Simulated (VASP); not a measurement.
The system is C.

```
CELL_PARAMETERS angstrom
2.12732 -1.22828 0.00000
2.12732 1.22828 0.00000
-1.37907 0.00000 3.50283
ATOMIC_POSITIONS crystal
C 0.16664 0.16664 0.99991
C 0.83336 0.83336 0.00009
```

| Item | Value |
| --- | --- |
| Program | VASP 6.6.1 |
| Task | relaxation of cell and atoms |
| Functional | RPBE |
| Potentials or basis | VASP PAW PBE potentials, release 64 (C) |
| Cutoff | 600 eV |
| k mesh | 13 × 13 × 8 |
| Occupations | fermi-dirac, width 0.05 eV |
| Spin | no spin polarisation |

At the start: pressure 7.6 GPa; volume 9.15 Å³/atom.

Problem. How do energy, volume and symmetry change on relaxing?

Solution. Over 15 steps the energy falls by 24.9 meV/atom and the volume is 11.40 Å³/atom (+24.5 %); space group R-3m (No. 166, to 0.1 Å) before and after.

Step by step:
```
step  energy change (eV)  largest force (eV/Å)  pressure (GPa)  volume (Å³)
   1              0.0000                0.0048            7.59        18.31
   2              0.0285                0.0076          -11.39        19.48
   3             -0.0100                0.0022            0.63        18.69
   4             -0.0141                0.0043            0.55        18.88
   5             -0.0245                0.0220            0.34        19.44
   6             -0.0389                0.0587            0.04        20.56
   7             -0.0494                0.1351           -0.56        22.80
   8              0.0760                3.3809            8.91        22.81
   9             -0.0498                0.0376           -0.15        22.80
  10             -0.0498                0.0276           -0.08        22.80
  11             -0.0498                0.0289           -0.06        22.80
  12             -0.0488                0.2587            0.24        22.75
  13             -0.0498                0.0187           -0.02        22.80
  14             -0.0493                0.1917           -0.03        22.76
  15             -0.0498                0.0026           -0.02        22.79
```

Final structure:
```cif
data_structure
_symmetry_space_group_name_H-M 'P 1'
_symmetry_Int_Tables_number 1
_cell_length_a 2.4773
_cell_length_b 2.4773
_cell_length_c 4.5122
_cell_angle_alpha 105.625
_cell_angle_beta 105.625
_cell_angle_gamma 60.005
_cell_volume 22.79
loop_
_atom_site_label
_atom_site_type_symbol
_atom_site_fract_x
_atom_site_fract_y
_atom_site_fract_z
_atom_site_occupancy
C1 C 0.16666 0.16666 0.99998 1
C2 C 0.83334 0.83334 0.00002 1
```

Caveat: the volume moved by over 15 % at a fixed basis, so the end points are rough; this functional lacks dispersion, which binds the layers, so the pressure and a relaxed spacing across them are unreliable; the PAW data sets were made with another functional, which shifts forces and pressure a little.
